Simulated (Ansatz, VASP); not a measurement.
**Two plane-wave programs on Sb**

File INCAR:

```
SYSTEM = Sb
PREC     = Accurate       ! precision mode
ENCUT    = 520            ! plane-wave cutoff, eV
EDIFF    = 1E-6           ! SCF threshold, eV
ISMEAR   = 0              ! smearing method
SIGMA    = 0.1            ! smearing width, eV
LREAL    = .FALSE.        ! projectors in reciprocal space
LASPH    = .TRUE.         ! aspherical terms in the spheres
NELM     = 100            ! most SCF steps
ALGO     = Normal         ! electronic algorithm
ISIF     = 2              ! what is computed and relaxed
LWAVE    = .FALSE.        ! write WAVECAR
LCHARG   = .FALSE.        ! write CHGCAR
GGA      = PE             ! functional
NBANDS   = 8              ! bands
```

File KPOINTS:

```
regular mesh
0
G
  18 18 18
  0 0 0
```

POSCAR

```
Sb
1.0
    2.9799110489      0.0000000000      0.0000000000
    0.0000000000      2.9799110489      0.0000000000
    0.0000000000      0.0000000000      2.9799110489
Sb
1
Direct
    0.5000000000      0.5000000000      0.5000000000
```

Input for Ansatz:

```yaml
crystal:
  lattice:
    - [2.9799110489, 0.0, 0.0]
    - [0.0, 2.9799110489, 0.0]
    - [0.0, 0.0, 2.9799110489]
  atoms:
    - { symbol: Sb, position: [0.5, 0.5, 0.5] }
basis:
  ecutwfc: 420
kpoints:
  mp_grid: { grid: [18, 18, 18] }
hamiltonian:
  xc: pbe
scf:
  occupations: { method: gaussian, width: 0.1 }
output:
  forces: true
  stress: true
  eigenvalues: true
```

Alike in both runs: task single point; functional PBE; k mesh 18 × 18 × 18; occupations gaussian, width 0.1 eV; no spin polarisation.

|  | VASP | Ansatz |
| --- | --- | --- |
| version | VASP 6.6.1 | Ansatz 0.2.0 |
| potentials or method | VASP PAW PBE potentials, release 64 (Sb), cutoff 520 eV | scalar-relativistic, plane waves, PAW |
| valence electrons in the cell | 5 | 15 |

```tsv
	VASP	Ansatz	Ansatz less VASP
gap on the k mesh at the Fermi level (eV)	none	none	-
pressure (GPa)	9.5	9.4	-0.09
```

A gap of «none» marks a metal or a gap that the smearing closes. VASP's potentials hold 5 valence electrons a cell and Ansatz's 15, so a difference there can come from the potentials and not from the codes.

Neither program's run includes spin-orbit coupling.
